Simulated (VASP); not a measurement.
Here is a VASP 6.6.1 calculation.

File INCAR:

```
PREC = Accurate ; ENCUT = 600
EDIFF = 1E-8 ; ISMEAR = -1
SIGMA = 0.15 ; LREAL = False
LASPH = True ; NELM = 100
ALGO = Normal ; ISIF = 3
LWAVE = False ; LCHARG = False
GGA = PE ; IVDW = 12
IBRION = 6 ; NFREE = 2
POTIM = 0.015 ; NSW = 1
```

File KPOINTS:

```
Automatic mesh
0
Gamma
  20 20 20
```

The input POSCAR:

```
P
1.0
    2.4099996682      0.0000000000      0.0000000000
    0.0000000000      2.4099996682      0.0000000000
    0.0000000000      0.0000000000      2.4100202334
P
1
Direct
    0.0000000000      0.0000000000      0.0000000000
```

Potentials or basis: VASP PAW PBE potentials, release 64 (P).

Launch:

```console
$ cat potpaw_PBE.64/P/POTCAR > POTCAR
$ mpirun -np 1 vasp_std > vasp.out
```

Q: Predict the elastic constants C11, C12, C44.

A: 272, 51, 65 GPa.

Q: Predict the Voigt bulk modulus.

A: 125 GPa.

Q: Predict the dispersion energy per atom.

A: -0.505 eV.

Clamped-ion elastic tensor (GPa):
```
272  51  51   0   0   0
 51 272  51   0   0   0
 51  51 272   0   0   0
  0   0   0  65   0   0
  0   0   0   0  65   0
  0   0   0   0   0  65
```
